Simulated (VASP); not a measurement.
# Cd (P6_3/mmc) in VASP: notebook, part 2 of 2

VASP 6.6.1. Earlier steps stand in the parts before.

### 3 Single point, PBEsol (volume scaled by 1.08)

The input, INCAR:

```
SYSTEM = Cd
PREC     = Accurate       ! precision mode
ENCUT    = 520            ! plane-wave cutoff, eV
EDIFF    = 1E-6           ! SCF threshold, eV
ISMEAR   = -1             ! smearing method
SIGMA    = 0.1            ! smearing width, eV
LREAL    = .False.        ! projectors in reciprocal space
LASPH    = .True.         ! aspherical terms in the spheres
NELM     = 80             ! most SCF steps
ALGO     = Normal         ! electronic algorithm
ISIF     = 2              ! what is computed and relaxed
LWAVE    = .False.        ! write WAVECAR
LCHARG   = .False.        ! write CHGCAR
GGA      = PS             ! functional
NBANDS   = 19             ! bands
```

The input, KPOINTS:

```
regular mesh
0
Gamma
  20 20 9
  0 0 0
```

The input, POSCAR:

```
Cd
1.0
    3.0034363047      0.0000000000      0.0000000000
   -1.5017181523      2.6010521385      0.0000000000
    0.0000000000      0.0000000000      5.8756178903
Cd
2
Direct
    0.3333333333      0.6666666667      0.2500000000
    0.6666666667      0.3333333333      0.7500000000
```

Potentials or basis: VASP PAW PBE potentials, release 64 (Cd).

Command:

```console
$ cat potpaw_PBE.64/Cd/POTCAR > POTCAR
$ mpirun -np 1 vasp_std > vasp.out
```

OUTCAR:

```text
SYSTEM = Cd
   PREC = Accurate
   ENCUT = 520
   EDIFF = 1E-6
   ISMEAR = -1
   LREAL = .False.
   LASPH = .True.
   NELM = 80
   ISIF = 2
   GGA = PS

 ion  position               nearest neighbor table
   1  0.333  0.667  0.250-   2 3.41   2 3.41   2 3.41   2 3.41   2 3.41   2 3.41
   2  0.667  0.333  0.750-   1 3.41   1 3.41   1 3.41   1 3.41   1 3.41   1 3.41

  LATTYP: Found a hexagonal cell.
 ALAT       =     3.0034363047
 C/A-ratio  =     1.9562984842

  Lattice vectors:

 A1 = (   3.0034363047,   0.0000000000,   0.0000000000)
 A2 = (  -1.5017181523,   2.6010521385,   0.0000000000)
 A3 = (   0.0000000000,   0.0000000000,   5.8756178903)

Analysis of symmetry for initial positions (statically):
=====================================================================
 Subroutine PRICEL returns:
 Original cell was already a primitive cell.

 Routine SETGRP: Setting up the symmetry group for a
 hexagonal supercell.

 Subroutine GETGRP returns: Found 24 space group operations
 (whereof 12 operations were pure point group operations)
 out of a pool of 24 trial point group operations.

The static configuration has the point symmetry D_3d.
 The point group associated with its full space group is D_6h.

Analysis of symmetry for dynamics (positions and initial velocities):
=====================================================================
 Subroutine PRICEL returns:
 Original cell was already a primitive cell.

 Routine SETGRP: Setting up the symmetry group for a
 hexagonal supercell.

 Subroutine GETGRP returns: Found 24 space group operations
 (whereof 12 operations were pure point group operations)
 out of a pool of 24 trial point group operations.

The dynamic configuration has the point symmetry D_3d.
 The point group associated with its full space group is D_6h.

 Subroutine INISYM returns: Found 24 space group operations
 (whereof 12 operations are pure point group operations),
 and found     1 'primitive' translations

----------------------------------------------------------------------------------------

                                     Primitive cell

  volume of cell :      45.9009

  direct lattice vectors                    reciprocal lattice vectors
     3.003436305  0.000000000  0.000000000     0.332951959  0.192229903  0.000000000
    -1.501718152  2.601052139  0.000000000     0.000000000  0.384459806  0.000000000
     0.000000000  0.000000000  5.875617890     0.000000000  0.000000000  0.170194866

  length of vectors
     3.003436305  3.003436305  5.875617890     0.384459806  0.384459806  0.170194866

  position of ions in fractional coordinates (direct lattice)
     0.333333333  0.666666667  0.250000000
     0.666666667  0.333333333  0.750000000

  ion indices of the primitive-cell ions
   primitive index   ion index
                 1           1
                 2           2

----------------------------------------------------------------------------------------

 KPOINTS: regular mesh

Automatic generation of k-mesh.
 Grid dimensions read from file:
 generate k-points for:   20   20    9

 Generating k-lattice:

  Cartesian coordinates                     Fractional coordinates (reciprocal lattice)
     0.016647598  0.009611495  0.000000000     0.050000000  0.000000000  0.000000000
     0.000000000  0.019222990  0.000000000     0.000000000  0.050000000  0.000000000
     0.000000000  0.000000000  0.018910541     0.000000000  0.000000000  0.111111111

  Length of vectors
     0.019222990  0.019222990  0.018910541

  Shift w.r.t. Gamma in fractional coordinates (k-lattice)
     0.000000000  0.000000000  0.000000000

 Subroutine IBZKPT returns following result:
 ===========================================

 Found    220 irreducible k-points:

 Following reciprocal coordinates:
            Coordinates               Weight
  0.000000  0.000000  0.000000      1.000000
  0.050000  0.000000  0.000000      6.000000
  0.100000  0.000000  0.000000      6.000000
  0.150000  0.000000  0.000000      6.000000
  0.200000  0.000000  0.000000      6.000000
  0.250000  0.000000  0.000000      6.000000
[... 16 lines left out ...]
  0.200000  0.100000  0.000000     12.000000
  0.250000  0.100000  0.000000     12.000000
 [... further k-points ...]
   k-points           NKPTS =    220   k-points in BZ     NKDIM =    220   number of bands    NBANDS=     19
   number of dos      NEDOS =    301   number of ions     NIONS =      2
   total plane-waves  NPLWV =  27648
   dimension x,y,z NGX =    24 NGY =   24 NGZ =   48
   dimension x,y,z NGXF=    48 NGYF=   48 NGZF=   96
   ions per type =               2
   NGX,Y,Z   is equivalent  to a cutoff of  13.28, 13.28, 13.58 a.u.
   NGXF,Y,Z  is equivalent  to a cutoff of  26.57, 26.57, 27.16 a.u.
 SYSTEM =  Cd
   PREC   = accura    normal or accurate (medium, high low for compatibility)
   ISTART =      0    job   : 0-new  1-cont  2-samecut
   ICHARG =      2    charge: 1-file 2-atom 10-const
   ISPIN  =      1    spin polarized calculation?
   LNONCOLLINEAR =      F non collinear calculations
   LSORBIT =      F    spin-orbit coupling
   LASPH  =      T    aspherical Exc in radial PAW
   ENCUT  =  520.0 eV  38.22 Ry    6.18 a.u.   5.58  5.58 10.92*2*pi/ulx,y,z
   NELM   =     80;   NELMIN=  2; NELMDL= -5     # of ELM steps
   EDIFF  = 0.1E-05   stopping-criterion for ELM
   LREAL  =      F    real-space projection
[... 7 lines left out ...]
   TEBEG  =    0.0;   TEEND  =   0.0 temperature during run
   PSTRESS=    0.0 pullay stress
   NELECT =      24.0000    total number of electrons
   NUPDOWN=      -1.0000    fix difference up-down
   EMIN   =  10.00;   EMAX   =-10.00  energy-range for DOS
   EFERMI =   0.00;   METHOD = LEGACY
   ISMEAR =    -1;   SIGMA  =   0.10  broadening in eV -4-tet -1-fermi 0-gaus
   EFERMI_NEDOS =   21; number of points for ismear=-14 and -15
   IALGO  =     38    algorithm
   IMIX   =      4    mixing-type and parameters
     AMIX     =   0.40;   BMIX     =  1.00
     AMIX_MAG =   1.60;   BMIX_MAG =  1.00
  volume/ion in A,a.u.               =      22.95       154.88
  Fermi-wavevector in a.u.,A,eV,Ry     =   1.318879  2.492320 23.666537  1.739441
  Thomas-Fermi vector in A             =   2.448817
   LORBIT       =      0    0 simple, 1 ext, 2 COOP (PROOUT), +10 PAW based schemes
   GGA     = PS    functional components
   LHFCALC =     F    Hartree Fock is set to
   AEXX    =    0.0000 exact exchange contribution
   IVDW    =     0    specifies the selected vdW correction
   LEPSILON=     F    determine dielectric tensor
   LRPA    =     F    only Hartree local field effects (RPA)
 non-spin polarized calculation
  energy-cutoff  :      520.00
  volume of cell :       45.90
 maximum number of plane-waves:      1264
 NGX is ok and might be reduce to    24
   NGX = 11   NGY = 11   NGZ = 21

 number of electron      23.9999997 magnetization

 Free energy of the ion-electron system (eV)
  ---------------------------------------------------
  ext. energy  EPLUGINS =         0.00000000
  ---------------------------------------------------
  free energy    TOTEN  =        -2.36467386 eV

  energy without entropy =       -2.34633901  energy(sigma->0) =       -2.35550644

 E-fermi :   2.3683     XC(G=0): -10.8777

 val. band max:        2.3501467415   @ k =   0.3500   0.3000   0.0000
 cond. band min:       2.4018911140   @ k =   0.3500   0.2500   0.0000
 fundamental gap:      0.0517443725
 Fermi energy:         2.3683347194

 k-point     1 :       0.0000    0.0000    0.0000
  band No.  band energies     occupation
      1      -7.2861      2.00000
      2      -7.0952      2.00000
      3      -6.7090      2.00000
      4      -6.7090      2.00000
      5      -6.6721      2.00000
      6      -6.6721      2.00000
[... 11 lines left out ...]
     18      17.1586      0.00000
     19      17.9890      0.00000

 k-point     2 :       0.0500    0.0000    0.0000
  band No.  band energies     occupation
      1      -7.2601      2.00000
      2      -7.0705      2.00000
      3      -6.7184      2.00000
      4      -6.6867      2.00000
      5      -6.6810      2.00000
      6      -6.6505      2.00000
[... 476 lines left out ...]
 k-point    24 :       0.2500    0.1000    0.0000
  band No.  band energies     occupation
      1      -7.1427      2.00000
      2      -6.9871      2.00000
      3      -6.7762      2.00000
      4      -6.6139      2.00000
      5      -6.5373      2.00000
      6      -6.4384      2.00000
[... 11 lines left out ...]
     18      14.2513      0.00000
     19      14.6998      0.00000

 [... further k-points ...]
[... 5 lines left out ...]
  --------------------------------------------------------------------------------------
  -------------------------------------------------------------------------------------
  Total       -1.0642627     -1.0642627     -0.8233953     -0.0000000      0.0000000      0.0000000
  in kB      -37.1482533    -37.1482533    -28.7407399     -0.0000000      0.0000000      0.0000000
  external PRESSURE =     -34.3457489 kB  Pullay stress =       0.0000000 kB

 VOLUME and BASIS-vectors are now :
 -----------------------------------------------------------------------------
  energy-cutoff  :      520.00
  volume of cell :       45.90
      direct lattice vectors                 reciprocal lattice vectors
     3.003436305  0.000000000  0.000000000     0.332951959  0.192229903  0.000000000
    -1.501718152  2.601052139  0.000000000     0.000000000  0.384459806  0.000000000
     0.000000000  0.000000000  5.875617890     0.000000000  0.000000000  0.170194866

 POSITION                                       TOTAL-FORCE (eV/Angst)
 -----------------------------------------------------------------------------------
     -0.00000      1.73403      1.46890         0.000000     -0.000000      0.000000
      1.50172      0.86702      4.40671         0.000000      0.000000      0.000000
 -----------------------------------------------------------------------------------
    total drift:                                0.000000     -0.000000      0.000000

  FREE ENERGIE OF THE ION-ELECTRON SYSTEM (eV)
  ---------------------------------------------------
  free  energy   TOTEN  =        -2.3646738637 eV

  energy  without entropy=       -2.3463390145  energy(sigma->0) =       -2.35550644
```

Wall time 3.9 min (1 thread of AMD EPYC 7R13, shared host); peak memory 0.26 GiB.

Results:

```
Free energy            : -2.3647 eV
Pressure               : -3.4 GPa
Band gap on the k mesh : zero (band 12 reaches 3.71 eV, above the bottom of band 13 at -0.53 eV)
```

Caveat: the PAW data sets were made with another functional, which shifts forces and pressure a little.

### 4 Single point, PBEsol (volume scaled by 1.12)

The input, INCAR:

```
SYSTEM = Cd
  ALGO = Normal
  EDIFF = 1E-7
  ENCUT = 520
  GGA = PS
  ISIF = 2
  ISMEAR = -1
  LASPH = .True.
  LCHARG = .False.
  LREAL = .False.
  LWAVE = .False.
  NBANDS = 19
  NELM = 80
  PREC = Accurate
  SIGMA = 0.1
```

The input, KPOINTS:

```
k-points
0
Gamma
  20 20 9
  0 0 0
```

The input, POSCAR:

```
Cd
1.0
    3.0400671868      0.0000000000      0.0000000000
   -1.5200335934      2.6327754130      0.0000000000
    0.0000000000      0.0000000000      5.9472788296
Cd
2
Direct
    0.3333333333      0.6666666667      0.2500000000
    0.6666666667      0.3333333333      0.7500000000
```

Command:

```console
$ cat potpaw_PBE.64/Cd/POTCAR > POTCAR
$ mpirun -np 1 vasp_std > vasp.out
```

It took 5.1 min on 1 thread of AMD EPYC 7R13, shared host; peak memory 0.26 GiB.

The run converged. Its results:

* Free energy: -2.3214 eV
* Pressure: -4.7 GPa
* Band gap on the k mesh: zero (band 12 reaches 3.44 eV, above the bottom of band 13 at -0.61 eV)

Stress tensor (GPa, compression positive):
```
-5.13  0.00  0.00
 0.00 -5.13  0.00
 0.00  0.00 -3.75
```

Levels at points of the mesh, in eV from the Fermi level:
| k point | band 8 | band 9 | band 10 | band 11 | band 12 | band 13 | band 14 | band 15 | band 16 | band 17 |
| --- | --- | --- | --- | --- | --- | --- | --- | --- | --- | --- |
| (0.00, 0.00, 0.00) | -8.49 | -8.33 | -8.33 | -8.22 | -3.44 | -2.73 | 9.08 | 13.10 | 14.35 | 14.40 |
| (0.50, 0.00, 0.00) | -8.34 | -8.06 | -8.05 | -1.99 | -1.66 | 1.61 | 2.52 | 2.96 | 4.95 | 8.31 |

Caveat: the PAW data sets were made with another functional, which shifts forces and pressure a little.

### 5 Overview

| cell | k mesh | gap on the mesh (eV) | pressure (GPa) |
| --- | --- | --- | --- |
| a = 2.927, b = 2.927, c = 5.727 Å, angles 90.0, 90.0, 120.0°, 2 atoms | 12 × 12 × 6 | none | 0.4 |
| a = 3.003, b = 3.003, c = 5.876 Å, angles 90.0, 90.0, 120.0°, 2 atoms | 20 × 20 × 9 | none | -3.4 |
| a = 3.040, b = 3.040, c = 5.947 Å, angles 90.0, 90.0, 120.0°, 2 atoms | 20 × 20 × 9 | none | -4.7 |

Alike in all rows: task single point; level PBEsol; potentials or basis VASP PAW PBE potentials, release 64 (Cd); no spin polarisation; cutoff (eV) 520; smearing fermi-dirac 0.1 eV.

Caveats: the PAW data sets were made with another functional, which shifts forces and pressure a little.

Absolute energies hang on the potentials; compare differences alone.
